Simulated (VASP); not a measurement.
Wanted: the native input for a VASP 6.6.1 run.

| Property | Result |
| --- | --- |
| Task | single point |
| Functional | PBE |
| Potentials or basis | VASP PAW PBE potentials, release 64 (Pd) |
| Cutoff | 520 eV |
| k mesh | 20 × 20 × 20 |
| Occupations | gaussian, width 0.05 eV |
| Spin | no spin polarisation |
| Dipole correction | no |
| Further INCAR settings | ALGO = Normal; EDIFF = 1e-07; NBANDS = 11 |

The structure of Pd lies in POSCAR:

```
Pd
1.0
    0.0000000000      1.9759706343      1.9759706343
    1.9759706343      0.0000000000      1.9759706343
    1.9759706343      1.9759706343      0.0000000000
Pd
1
Direct
    0.0000000000      0.0000000000      0.0000000000
```

These files were run (other wordings do the same):

INCAR

```
PREC = Accurate
ENCUT = 520
EDIFF = 1E-7
ISMEAR = 0
SIGMA = 0.05
LREAL = False
LASPH = True
NELM = 80
ALGO = Normal
ISIF = 2
LWAVE = False
LCHARG = True
GGA = PE
LELF = True
LVHAR = True
NBANDS = 11
```

KPOINTS

```
Automatic mesh
0
Gamma
  20 20 20
```

Potentials or basis: VASP PAW PBE potentials, release 64 (Pd).

Launch:

```bash
$ cat potpaw_PBE.64/Pd/POTCAR > POTCAR
$ mpirun -np 1 vasp_std > vasp.out
```

It gave:

```json
{
  "Pressure": "-1.6 GPa",
  "Band gap on the k mesh": "zero (bands 5 and 6 overlap by 1.47 eV)"
}
```

Wall time 33 s on 1 thread of Intel(R) Xeon(R) Platinum 8259CL CPU @ 2.50GHz (Skylake/Cascade Lake) (shared host), peak memory 0.17 GiB.
